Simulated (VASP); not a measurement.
# InSb (Pmmn) in VASP: notebook

Runs on InSb. Level: LDA. Tasks: single point.

Everything below comes from runs of VASP 6.6.1. Logs are shortened: lines on timing, memory, paths and dates and some standing lists are left out, and cuts for length are marked.

**1. The cell of the first run**

The structure is orthorhombic, space group Pmmn (No. 59). Conventional cell: a = 5.303 Å, b = 5.655 Å, c = 3.063 Å, α = 90.00°, β = 90.00°, γ = 90.00°. Within 3.9 Å of In (site symmetry mm2) lie 8 Sb at 2.70 to 3.81 Å and 6 In at 3.06 to 3.88 Å. Sb (site symmetry mm2) has 8 In at 2.70 to 3.81 Å and 6 Sb at 3.06 to 4.01 Å within 4.1 Å.

**2. Single point, LDA (equal xx and yy strain of -1 %)**

File INCAR:

```
SYSTEM = InSb
PREC = Accurate
ENCUT = 520
EDIFF = 1E-7
ISMEAR = -1
SIGMA = 0.08
LREAL = .False.
LASPH = .True.
NELM = 80
ALGO = Normal
ISIF = 2
LWAVE = .False.
LCHARG = .False.
NBANDS = 26
```

File KPOINTS:

```
regular mesh
0
Gamma
  6 6 11
  0 0 0
```

File POSCAR:

```
InSb
1.0
    5.3034300000      0.0000000000      0.0000000000
    0.0000000000      5.6548800000      0.0000000000
    0.0000000000      0.0000000000      3.0630000000
In Sb
2 2
Direct
    0.0000000000      0.0000000000      0.0000000000
    0.5000000000      0.5000000000      0.0000000000
    0.5000000000      0.0000000000      0.8350000000
    0.0000000000      0.5000000000      0.1650000000
```

Potentials or basis: VASP PAW LDA potentials, release 64 (In_d, Sb).

Run with:

```console
cat potpaw_LDA.64/In_d/POTCAR potpaw_LDA.64/Sb/POTCAR > POTCAR
mpirun -np 1 vasp_std > vasp.out
```

OUTCAR:

```text
SYSTEM = InSb
   PREC = Accurate
   ENCUT = 520
   EDIFF = 1E-7
   ISMEAR = -1
   LREAL = .False.
   LASPH = .True.
   NELM = 80
   ISIF = 2

 ion  position               nearest neighbor table
   1  0.000  0.000  0.000-   3 2.70   3 2.70   4 2.87   4 2.87   3 3.68   3 3.68   4 3.81   4 3.81
                             2 3.88   2 3.88   2 3.88   2 3.88
   2  0.500  0.500  0.000-   4 2.70   4 2.70   3 2.87   3 2.87   4 3.68   4 3.68   3 3.81   3 3.81
                             1 3.88   1 3.88   1 3.88   1 3.88
   3  0.500  0.000  0.835-   1 2.70   1 2.70   2 2.87   2 2.87   1 3.68   1 3.68   2 3.81   2 3.81

   4  0.000  0.500  0.165-   2 2.70   2 2.70   1 2.87   1 2.87   2 3.68   2 3.68   1 3.81   1 3.81

  LATTYP: Found a simple orthorhombic cell.
 ALAT       =     3.0630000000
 B/A-ratio  =     1.7314495593
 C/A-ratio  =     1.8461900098

  Lattice vectors:

 A1 = (   0.0000000000,   0.0000000000,   3.0630000000)
 A2 = (   5.3034300000,   0.0000000000,   0.0000000000)
 A3 = (   0.0000000000,   5.6548800000,   0.0000000000)

Analysis of symmetry for initial positions (statically):
=====================================================================
 Subroutine PRICEL returns:
 Original cell was already a primitive cell.

 Routine SETGRP: Setting up the symmetry group for a
 simple orthorhombic supercell.

 Subroutine GETGRP returns: Found  8 space group operations
 (whereof  4 operations were pure point group operations)
 out of a pool of  8 trial point group operations.

The static configuration has the point symmetry C_2v.
 The point group associated with its full space group is D_2h.

Analysis of symmetry for dynamics (positions and initial velocities):
=====================================================================
 Subroutine PRICEL returns:
 Original cell was already a primitive cell.

 Routine SETGRP: Setting up the symmetry group for a
 simple orthorhombic supercell.

 Subroutine GETGRP returns: Found  8 space group operations
 (whereof  4 operations were pure point group operations)
 out of a pool of  8 trial point group operations.

The dynamic configuration has the point symmetry C_2v.
 The point group associated with its full space group is D_2h.

 Subroutine INISYM returns: Found  8 space group operations
 (whereof  4 operations are pure point group operations),
 and found     1 'primitive' translations

----------------------------------------------------------------------------------------

                                     Primitive cell

  volume of cell :      91.8602

  direct lattice vectors                    reciprocal lattice vectors
     5.303430000  0.000000000  0.000000000     0.188557217  0.000000000  0.000000000
     0.000000000  5.654880000  0.000000000     0.000000000  0.176838412  0.000000000
     0.000000000  0.000000000  3.063000000     0.000000000  0.000000000  0.326477310

  length of vectors
     5.303430000  5.654880000  3.063000000     0.188557217  0.176838412  0.326477310

  position of ions in fractional coordinates (direct lattice)
     0.000000000  0.000000000  0.000000000
     0.500000000  0.500000000  0.000000000
     0.500000000  0.000000000  0.835000000
     0.000000000  0.500000000  0.165000000

  ion indices of the primitive-cell ions
   primitive index   ion index
                 1           1
                 2           2
                 3           3
                 4           4

----------------------------------------------------------------------------------------

 KPOINTS: regular mesh

Automatic generation of k-mesh.
 Grid dimensions read from file:
 generate k-points for:    6    6   11

 Generating k-lattice:

  Cartesian coordinates                     Fractional coordinates (reciprocal lattice)
     0.031426203  0.000000000  0.000000000     0.166666667  0.000000000  0.000000000
     0.000000000  0.029473069  0.000000000     0.000000000  0.166666667  0.000000000
     0.000000000  0.000000000  0.029679755     0.000000000  0.000000000  0.090909091

  Length of vectors
     0.031426203  0.029473069  0.029679755

  Shift w.r.t. Gamma in fractional coordinates (k-lattice)
     0.000000000  0.000000000  0.000000000

 Subroutine IBZKPT returns following result:
 ===========================================

 Found     96 irreducible k-points:

 Following reciprocal coordinates:
            Coordinates               Weight
  0.000000  0.000000  0.000000      1.000000
  0.166667  0.000000  0.000000      2.000000
  0.333333  0.000000  0.000000      2.000000
  0.500000  0.000000  0.000000      1.000000
  0.000000  0.166667  0.000000      2.000000
  0.166667  0.166667  0.000000      4.000000
[... 16 lines left out ...]
  0.333333  0.166667  0.090909      8.000000
  0.500000  0.166667  0.090909      4.000000
 [... further k-points ...]
   k-points           NKPTS =     96   k-points in BZ     NKDIM =     96   number of bands    NBANDS=     26
   number of dos      NEDOS =    301   number of ions     NIONS =      4
   total plane-waves  NPLWV =  40320
   dimension x,y,z NGX =    40 NGY =   42 NGZ =   24
   dimension x,y,z NGXF=    80 NGYF=   84 NGZF=   48
   ions per type =               2   2
   NGX,Y,Z   is equivalent  to a cutoff of  12.54, 12.35, 13.03 a.u.
   NGXF,Y,Z  is equivalent  to a cutoff of  25.08, 24.69, 26.05 a.u.
 SYSTEM =  InSb
   PREC   = accura    normal or accurate (medium, high low for compatibility)
   ISTART =      0    job   : 0-new  1-cont  2-samecut
   ICHARG =      2    charge: 1-file 2-atom 10-const
   ISPIN  =      1    spin polarized calculation?
   LNONCOLLINEAR =      F non collinear calculations
   LSORBIT =      F    spin-orbit coupling
   LASPH  =      T    aspherical Exc in radial PAW
   ENCUT  =  520.0 eV  38.22 Ry    6.18 a.u.   9.86 10.51  5.70*2*pi/ulx,y,z
   NELM   =     80;   NELMIN=  2; NELMDL= -5     # of ELM steps
   EDIFF  = 0.1E-06   stopping-criterion for ELM
   LREAL  =      F    real-space projection
   EDIFFG = 0.1E-05   stopping-criterion for IOM
   NSW    =      0    number of steps for IOM
   IBRION =     -1    ionic relax: 0-MD 1-quasi-New 2-CG
   NFREE  =      0    steps in history (QN), initial steepest desc. (CG)
   ISIF   =      2    stress and relaxation
   ISYM   =      2    0-nonsym 1-usesym 2-fastsym
   POTIM  = 0.5000    time-step for ionic-motion
   TEBEG  =    0.0;   TEEND  =   0.0 temperature during run
   PSTRESS=    0.0 pullay stress
   NELECT =      36.0000    total number of electrons
   NUPDOWN=      -1.0000    fix difference up-down
   EMIN   =  10.00;   EMAX   =-10.00  energy-range for DOS
   EFERMI =   0.00;   METHOD = LEGACY
   ISMEAR =    -1;   SIGMA  =   0.08  broadening in eV -4-tet -1-fermi 0-gaus
   EFERMI_NEDOS =   21; number of points for ismear=-14 and -15
   IALGO  =     38    algorithm
   IMIX   =      4    mixing-type and parameters
     AMIX     =   0.40;   BMIX     =  1.00
     AMIX_MAG =   1.60;   BMIX_MAG =  1.00
  volume/ion in A,a.u.               =      22.97       154.98
  Fermi-wavevector in a.u.,A,eV,Ry     =   1.198027  2.263943 19.528014  1.435269
  Thomas-Fermi vector in A             =   2.333927
   LORBIT       =      0    0 simple, 1 ext, 2 COOP (PROOUT), +10 PAW based schemes
   GGA     = CA    functional components
   LHFCALC =     F    Hartree Fock is set to
   AEXX    =    0.0000 exact exchange contribution
   IVDW    =     0    specifies the selected vdW correction
   LEPSILON=     F    determine dielectric tensor
   LRPA    =     F    only Hartree local field effects (RPA)
 non-spin polarized calculation
  energy-cutoff  :      520.00
  volume of cell :       91.86
 maximum number of plane-waves:      2504
 NGX is ok and might be reduce to    40
   NGX = 19   NGY = 21   NGZ = 11

 number of electron      36.0000007 magnetization

 Free energy of the ion-electron system (eV)
  ---------------------------------------------------
  ext. energy  EPLUGINS =         0.00000000
  ---------------------------------------------------
  free energy    TOTEN  =       -15.28335433 eV

  energy without entropy =      -15.25034408  energy(sigma->0) =      -15.26684920

 E-fermi :   9.6469     XC(G=0): -11.0169

 val. band max:        9.6415521120   @ k =   0.1667   0.5000   0.4545
 cond. band min:       9.6469082569   @ k =   0.1667   0.5000   0.0909
 fundamental gap:      0.0053561450
 Fermi energy:         9.6468696377

 k-point     1 :       0.0000    0.0000    0.0000
  band No.  band energies     occupation
      1      -5.6964      2.00000
      2      -5.6417      2.00000
      3      -5.4888      2.00000
      4      -5.3013      2.00000
      5      -5.2771      2.00000
      6      -5.1235      2.00000
[... 18 lines left out ...]
     25      18.5675      0.00000
     26      19.0211      0.00000

 k-point     2 :       0.1667    0.0000    0.0000
  band No.  band energies     occupation
      1      -5.6591      2.00000
      2      -5.6234      2.00000
      3      -5.4928      2.00000
      4      -5.2930      2.00000
      5      -5.2888      2.00000
      6      -5.1394      2.00000
[... 18 lines left out ...]
     25      18.6225      0.00000
     26      18.9074      0.00000

 k-point     3 :       0.3333    0.0000    0.0000
  band No.  band energies     occupation
      1      -5.5836      2.00000
      2      -5.5690      2.00000
      3      -5.4990      2.00000
      4      -5.3358      2.00000
      5      -5.2677      2.00000
      6      -5.1796      2.00000
[... 18 lines left out ...]
     25      17.5531      0.00000
     26      17.6563      0.00000

 k-point     4 :       0.5000    0.0000    0.0000
  band No.  band energies     occupation
      1      -5.5481      2.00000
      2      -5.5481      2.00000
      3      -5.4272      2.00000
      4      -5.4272      2.00000
      5      -5.2273      2.00000
      6      -5.2273      2.00000
[... 18 lines left out ...]
     25      16.9858      0.00000
     26      16.9858      0.00000

 k-point     5 :       0.0000    0.1667    0.0000
  band No.  band energies     occupation
      1      -5.6735      2.00000
      2      -5.6320      2.00000
      3      -5.4884      2.00000
      4      -5.2963      2.00000
      5      -5.2913      2.00000
      6      -5.1376      2.00000
[... 18 lines left out ...]
     25      18.6901      0.00000
     26      18.8126      0.00000

 k-point     6 :       0.1667    0.1667    0.0000
  band No.  band energies     occupation
      1      -5.6385      2.00000
      2      -5.6154      2.00000
      3      -5.4913      2.00000
      4      -5.3044      2.00000
      5      -5.2836      2.00000
      6      -5.1515      2.00000
[... 427 lines left out ...]
 k-point    21 :       0.0000    0.1667    0.0909
  band No.  band energies     occupation
      1      -5.6583      2.00000
      2      -5.5948      2.00000
      3      -5.4445      2.00000
      4      -5.2900      2.00000
      5      -5.2878      2.00000
      6      -5.1360      2.00000
[... 18 lines left out ...]
     25      18.2421      0.00000
     26      19.0294      0.00000

 k-point    22 :       0.1667    0.1667    0.0909
  band No.  band energies     occupation
      1      -5.6238      2.00000
      2      -5.5773      2.00000
      3      -5.4485      2.00000
      4      -5.2992      2.00000
      5      -5.2798      2.00000
      6      -5.1494      2.00000
[... 18 lines left out ...]
     25      17.3599      0.00000
     26      18.1242      0.00000

 k-point    23 :       0.3333    0.1667    0.0909
  band No.  band energies     occupation
      1      -5.5436      2.00000
      2      -5.5372      2.00000
      3      -5.4559      2.00000
      4      -5.3348      2.00000
      5      -5.2584      2.00000
      6      -5.1836      2.00000
[... 18 lines left out ...]
     25      16.5946      0.00000
     26      17.3004      0.00000

 k-point    24 :       0.5000    0.1667    0.0909
  band No.  band energies     occupation
      1      -5.5088      2.00000
      2      -5.5088      2.00000
      3      -5.4081      2.00000
      4      -5.4081      2.00000
      5      -5.2242      2.00000
      6      -5.2242      2.00000
[... 18 lines left out ...]
     25      16.7204      0.00000
     26      16.7204      0.00000

 [... further k-points ...]

------------------------ aborting loop because EDIFF is reached ----------------------------------------

  FORCE on cell =-STRESS in cart. coord.  units (eV):
  Direction    XX          YY          ZZ          XY          YZ          ZX
  --------------------------------------------------------------------------------------
  -------------------------------------------------------------------------------------
  Total       15.5135665      6.4890820      2.7794329      0.0000000      0.0000000      0.0000000
  in kB      270.5795696    113.1791985     48.4774260      0.0000000      0.0000000      0.0000000
  external PRESSURE =     144.0787314 kB  Pullay stress =       0.0000000 kB

 VOLUME and BASIS-vectors are now :
 -----------------------------------------------------------------------------
  energy-cutoff  :      520.00
  volume of cell :       91.86
      direct lattice vectors                 reciprocal lattice vectors
     5.303430000  0.000000000  0.000000000     0.188557217  0.000000000  0.000000000
     0.000000000  5.654880000  0.000000000     0.000000000  0.176838412  0.000000000
     0.000000000  0.000000000  3.063000000     0.000000000  0.000000000  0.326477310

 POSITION                                       TOTAL-FORCE (eV/Angst)
 -----------------------------------------------------------------------------------
      0.00000      0.00000      0.00000         0.000000      0.000000      0.281337
      2.65171      2.82744      0.00000         0.000000      0.000000     -0.281337
      2.65171      0.00000      2.55761         0.000000      0.000000     -0.718643
      0.00000      2.82744      0.50539         0.000000      0.000000      0.718643
 -----------------------------------------------------------------------------------
    total drift:                               -0.000000      0.000000     -0.000000

  FREE ENERGIE OF THE ION-ELECTRON SYSTEM (eV)
  ---------------------------------------------------
  free  energy   TOTEN  =       -15.2833543286 eV

  energy  without entropy=      -15.2503440810  energy(sigma->0) =      -15.26684920
```

Wall time 3.2 min (1 thread of Intel Xeon 8259CL, shared host); peak memory 0.31 GiB.

Results:

```
Free energy            : -15.2834 eV
Pressure               : 14.4 GPa
Largest force          : 0.719 eV/Å
Band gap on the k mesh : zero (bands 18 and 19 overlap by 3.50 eV)
```

Forces in eV/Å, atoms in the order of the input:
```
In   0.000  0.000  0.281
In   0.000  0.000 -0.281
Sb   0.000  0.000 -0.719
Sb   0.000  0.000  0.719
```

Stress tensor (GPa, compression positive):
```
27.06  0.00  0.00
 0.00 11.32  0.00
 0.00  0.00  4.85
```

Caveat: the cell differs from its parent crystal (equal xx and yy strain of -1 %); the cell stands under pressure; spin-orbit coupling is left out, which moves the levels of the heavy elements.

**3. Single point, LDA (equal xx and yy strain of +2 %)**

File INCAR:

```
SYSTEM = InSb
ALGO = Normal
EDIFF = 1E-6
ENCUT = 520
GGA = CA
ISIF = 2
ISMEAR = -1
LASPH = .True.
LCHARG = .True.
LELF = .True.
LREAL = .False.
LVHAR = .True.
LWAVE = .False.
NBANDS = 26
NELM = 60
PREC = Accurate
SIGMA = 0.08
```

File KPOINTS:

```
k-points
0
Gamma
  6 6 11
  0 0 0
```

Edit POSCAR of step 2 so:

```diff
@@ -2,4 +2,4 @@
 1.0
-    5.3034300000      0.0000000000      0.0000000000
-    0.0000000000      5.6548800000      0.0000000000
+    5.4641400000      0.0000000000      0.0000000000
+    0.0000000000      5.8262400000      0.0000000000
     0.0000000000      0.0000000000      3.0630000000
```

Potentials or basis: VASP PAW LDA potentials, release 64 (In_d, Sb).

Run with:

```console
cat potpaw_LDA.64/In_d/POTCAR potpaw_LDA.64/Sb/POTCAR > POTCAR
mpirun -np 1 vasp_std > vasp.out
```

It took 3.6 min on 1 thread of Intel Xeon 8259CL, shared host; peak memory 0.33 GiB.

The run converged. Its results:

```
Free energy            : -15.7943 eV
Pressure               : 7.4 GPa
Largest force          : 0.436 eV/Å
Band gap on the k mesh : zero (bands 18 and 19 overlap by 2.90 eV)
```

Forces in eV/Å, atoms in the order of the input:
```
In   0.000  0.000  0.191
In   0.000  0.000 -0.191
Sb   0.000  0.000 -0.436
Sb   0.000  0.000  0.436
```

Stress tensor (GPa, compression positive):
```
15.80  0.00  0.00
 0.00  4.48  0.00
 0.00  0.00  2.02
```

Levels at points of the mesh, in eV from the Fermi level:
| k point | band 14 | band 15 | band 16 | band 17 | band 18 | band 19 | band 20 | band 21 | band 22 | band 23 |
| --- | --- | --- | --- | --- | --- | --- | --- | --- | --- | --- |
| (0.00, 0.00, 0.00) | -5.57 | -5.51 | -3.04 | -2.90 | -2.16 | 3.11 | 4.47 | 4.52 | 5.91 | 7.40 |
| (0.50, 0.00, 0.00) | -6.75 | -4.26 | -4.26 | 0.81 | 0.81 | 3.95 | 3.95 | 4.73 | 4.73 | 6.33 |
| (0.00, 0.50, 0.00) | -5.94 | -4.46 | -4.46 | -0.47 | -0.47 | 3.49 | 3.49 | 4.66 | 4.66 | 6.28 |
| (0.50, 0.50, 0.00) | -8.37 | -0.52 | -0.52 | 1.20 | 1.20 | 2.23 | 2.23 | 2.39 | 2.39 | 4.77 |

Caveat: the cell differs from its parent crystal (equal xx and yy strain of +2 %); the cell stands under pressure; spin-orbit coupling is left out, which moves the levels of the heavy elements.

[end of part 1 of 2]
